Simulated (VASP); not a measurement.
**Sb: single point with PBEsol**

The system is Sb.

```xyz
4
Lattice="4.3084 2.4875 7.5160 -2.1542 1.2437 3.7580 0.0000 -2.4875 3.7580" Properties=species:S:1:pos:R:3 pbc="T T T"
Sb    0.0057    0.0166    2.5751
Sb    2.1033    1.2262    6.3497
Sb    0.1572    0.0528    8.6673
Sb    2.0422    1.1918   12.4719
```

```json
{
  "Program": "VASP 6.6.1",
  "Task": "single point",
  "Functional": "PBEsol",
  "Potentials or basis": "VASP PAW PBE potentials, release 64 (Sb)",
  "Cutoff": "520 eV",
  "k mesh": "3 × 5 × 5",
  "Occupations": "fermi-dirac, width 0.08 eV",
  "Spin": "no spin polarisation",
  "Dipole correction": "no",
  "Further INCAR settings": "ALGO = Normal; EDIFF = 1e-06; NBANDS = 18"
}
```

The pressure is 2.1 GPa. The largest force is 1.504 eV/Å and the band gap on the k mesh is zero (band 10 reaches 7.06 eV, above the bottom of band 11 at 6.95 eV).

Forces in eV/Å, atoms in the order of the input:
```
Sb   0.005  0.024  0.242
Sb   0.275 -0.137  1.210
Sb  -1.194 -0.350 -0.845
Sb   0.913  0.464 -0.607
```

Stress tensor (GPa, compression positive):
```
 2.32 -0.52  0.06
-0.52  2.25 -0.58
 0.06 -0.58  1.83
```

Levels at points of the mesh, in eV from the Fermi level:
```csv
k point,band 7,band 8,band 9,band 10,band 11,band 12,band 13,band 14
"(0.00, 0.00, 0.00)",-1.86,-1.77,-1.68,-0.40,-0.17,0.42,0.82,1.74
```

Wall time 84 s on 1 thread of Intel Xeon 6975P-C (shared host), peak memory 0.3 GiB.

Caveat: the PAW data sets were made with another functional, which shifts forces and pressure a little; spin-orbit coupling is left out, which moves the levels of the heavy elements.
